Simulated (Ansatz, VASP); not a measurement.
LiF in VASP and in Ansatz

```
Li F
1.0
     3.13541    0.00000    0.00000
    -1.56770    2.71534    0.00000
     0.00000    0.00000    5.06713
Li F
2 2
Cartesian
  0.0000 1.8102 1.9309
  1.5677 0.9051 4.4645
  0.0000 1.8102 5.0364
  1.5677 0.9051 2.5028
```

Alike in both runs: task single point; functional PBE; k mesh 9 × 9 × 6; occupations gaussian, width 0.05 eV; no spin polarisation.

```csv
,VASP,Ansatz
version,VASP 6.6.1,Ansatz 0.2.0
potentials or method,"VASP PAW PBE potentials, release 64 (Li_sv, F), cutoff 520 eV","scalar-relativistic, plane waves, PAW"
valence electrons in the cell,20,20
```

VASP gave:

| Property | Result |
| --- | --- |
| gap on the k mesh at the Fermi level (eV) | 7.42 |
| least direct gap on the mesh (eV) | 7.42 |
| rms of the force components (eV/Å) | 0.043 |

**Question.** What did Ansatz give for the same quantities?

**Answer.** gap on the k mesh at the Fermi level (eV): 7.43; least direct gap on the mesh (eV): 7.43; rms of the force components (eV/Å): 0.041.

Atom by atom the forces differ by 0.002 eV/Å (rms over components). With one functional, cell and mesh, what is left measures potentials, basis and numerics.

Noted on VASP's run: the cutoff is short for stress, so the pressure is rough.
